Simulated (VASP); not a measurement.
Input of a VASP 6.6.1 run:

The input INCAR:

```
  PREC = Accurate
  ENCUT = 600
  EDIFF = 1E-7
  ISMEAR = 0
  SIGMA = 0.02
  LREAL = False
  LASPH = True
  NELM = 80
  ALGO = Normal
  ISIF = 4
  LWAVE = False
  LCHARG = False
  GGA = PE
  IVDW = 12
  IBRION = 2
  NSW = 50
  EDIFFG = -0.01
```

File KPOINTS:

```
Automatic mesh
0
Gamma
  12 12 4
```

Contents of POSCAR:

```
WS2
1.0
    3.0629196191      0.0000000000      0.0000000000
   -1.5314598096      2.6525661999      0.0000000000
    0.0000000000      0.0000000000     11.3295644719
W S
2 4
Direct
    0.3333333333      0.6666666667      0.2500000000
    0.6666666667      0.3333333333      0.7500000000
    0.3333333333      0.6666666667      0.6120881691
    0.6666666667      0.3333333333      0.1120881691
    0.3333333333      0.6666666667      0.8879118309
    0.6666666667      0.3333333333      0.3879118309
```

Potentials or basis: VASP PAW PBE potentials, release 64 (W_sv, S).

Command:

```console
$ cat potpaw_PBE.64/W_sv/POTCAR potpaw_PBE.64/S/POTCAR > POTCAR
$ mpirun -np 1 vasp_std > vasp.out
```

**Question.** What does it give for the dispersion energy per atom?

**Answer.** -0.499 eV.

**Question.** Estimate the band gap on the k mesh.

**Answer.** 0.39 eV, indirect (least direct gap 1.72 eV).

Forces on the atoms (eV/Å):
```
W    0.000  0.000  0.000
W    0.000  0.000  0.000
S    0.000  0.000 -0.003
S    0.000  0.000 -0.003
S    0.000  0.000  0.003
S    0.000  0.000  0.003
```

Caveat: spin-orbit coupling is left out, which moves the levels of the heavy elements. A k mesh can miss the band edges.
